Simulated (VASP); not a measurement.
Here is a VASP 6.6.1 calculation.

File POSCAR:

```
Ge
1.0
    3.8757792409      0.0000000000      0.0000000000
   -1.9378896204      3.3565232821      0.0000000000
    0.0000000000      0.0000000000      6.7215597542
Ge
4
Direct
    0.6666666667      0.3333333333      0.0641707281
    0.3333333333      0.6666666667      0.5641707281
    0.6666666667      0.3333333333      0.4358292719
    0.3333333333      0.6666666667      0.9358292719
```

File INCAR.step1:

```
ALGO     = Normal         # electronic algorithm
EDIFF    = 1E-4           # SCF threshold, eV
ENCUT    = 520            # plane-wave cutoff, eV
GGA      = PE             # functional
ISMEAR   = 0              # smearing method
LASPH    = True           # aspherical terms in the spheres
LCHARG   = False          # write CHGCAR
LREAL    = False          # projectors in reciprocal space
LWAVE    = True           # write WAVECAR
NBANDS   = 36             # bands
NELM     = 60             # most SCF steps
PREC     = Accurate       # precision mode
SIGMA    = 0.01           # smearing width, eV
```

INCAR.step2

```
ALGO     = Normal         # electronic algorithm
EDIFF    = 1E-6           # SCF threshold, eV
ENCUT    = 520            # plane-wave cutoff, eV
ISIF     = 2              # what is computed and relaxed
ISMEAR   = 0              # smearing method
ISTART   = 1            
LASPH    = True           # aspherical terms in the spheres
LCHARG   = False          # write CHGCAR
LMIXTAU  = True         
LREAL    = False          # projectors in reciprocal space
LWAVE    = False          # write WAVECAR
METAGGA  = R2SCAN         # meta-GGA
NBANDS   = 36             # bands
NELM     = 60             # most SCF steps
PREC     = Accurate       # precision mode
SIGMA    = 0.01           # smearing width, eV
```

Contents of KPOINTS:

```
k-points
0
Gamma
  12 12 6
```

Potentials or basis: VASP PAW PBE potentials, release 64 (Ge_d).

The run is started by

```console
$ cat potpaw_PBE.64/Ge_d/POTCAR > POTCAR
$ cp INCAR.step1 INCAR
$ mpirun -np 1 vasp_std > vasp.out
$ cp INCAR.step2 INCAR
$ mpirun -np 1 vasp_std > vasp.out
```

Task: Predict the pressure.

Result: 3.6 GPa.

Task: What does it give for the largest force?

Result: 0.277 eV/Å.

Task: Estimate the band gap on the k mesh.

Result: 0.21 eV, direct.

Forces on the atoms (eV/Å):
```
Ge   0.000  0.000  0.277
Ge   0.000  0.000  0.277
Ge   0.000  0.000 -0.277
Ge   0.000  0.000 -0.277
```

Caveat: the cell differs from its parent crystal (biaxial strain in the a-b plane: -3.0 %); the PAW data sets were made with another functional, which shifts forces and pressure a little. A k mesh can miss the band edges.
